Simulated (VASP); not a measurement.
The system is InTe4W.

```xyz
6
Lattice="4.7202 0.0000 0.0000 0.0000 4.7202 0.0000 0.0000 0.0000 6.7929" Properties=species:S:1:pos:R:3 pbc="T T T"
In    0.0000    0.0000    0.0000
Te    2.3601    0.0000    4.9775
Te    0.0000    2.3601    1.8154
Te    2.3601    0.0000    1.8154
Te    0.0000    2.3601    4.9775
W     2.3601    2.3601    3.3964
```

| Quantity | Value |
| --- | --- |
| Program | VASP 6.6.1 |
| Task | relaxation of cell and atoms |
| Functional | PBE |
| Potentials or basis | VASP PAW PBE potentials, release 64 (In_d, Te, W_sv) |
| Cutoff | 600 eV |
| k mesh | 4 × 4 × 4 |
| Occupations | gaussian, width 0.1 eV |
| Spin | no spin polarisation |

At the start: pressure 9.0 GPa; volume 25.22 Å³/atom.

Question: Where does the relaxation end?

Answer: Over 9 steps the energy falls by 107.6 meV/atom and the volume is 28.88 Å³/atom (+14.5 %); space group P4/mmm (No. 123, to 0.05 Å).

The path:
```
step  energy change (eV)  largest force (eV/Å)  pressure (GPa)  volume (Å³)
   1              0.0000                0.5679            9.04       151.35
   2             -0.2302                0.7379           -4.93       184.69
   3             -0.4707                0.6585           -0.45       169.32
   4             -0.5434                0.4443           -0.24       169.50
   5             -0.6245                0.0929            0.59       169.89
   6             -0.6306                0.0775            1.01       170.03
   7             -0.6334                0.0102           -1.05       176.75
   8             -0.6426                0.0322           -0.14       173.54
   9             -0.6454                0.0145           -0.01       173.30
```

Final structure:
```cif
data_structure
_symmetry_space_group_name_H-M 'P 1'
_symmetry_Int_Tables_number 1
_cell_length_a 4.8414
_cell_length_b 4.8414
_cell_length_c 7.3938
_cell_angle_alpha 90.000
_cell_angle_beta 90.000
_cell_angle_gamma 90.000
_cell_volume 173.30
loop_
_atom_site_label
_atom_site_type_symbol
_atom_site_fract_x
_atom_site_fract_y
_atom_site_fract_z
_atom_site_occupancy
In1 In 0.00000 0.00000 0.00000 1
Te1 Te 0.50000 0.00000 0.71135 1
Te2 Te 0.00000 0.50000 0.28865 1
Te3 Te 0.50000 0.00000 0.28865 1
Te4 Te 0.00000 0.50000 0.71135 1
W1 W 0.50000 0.50000 0.50000 1
```
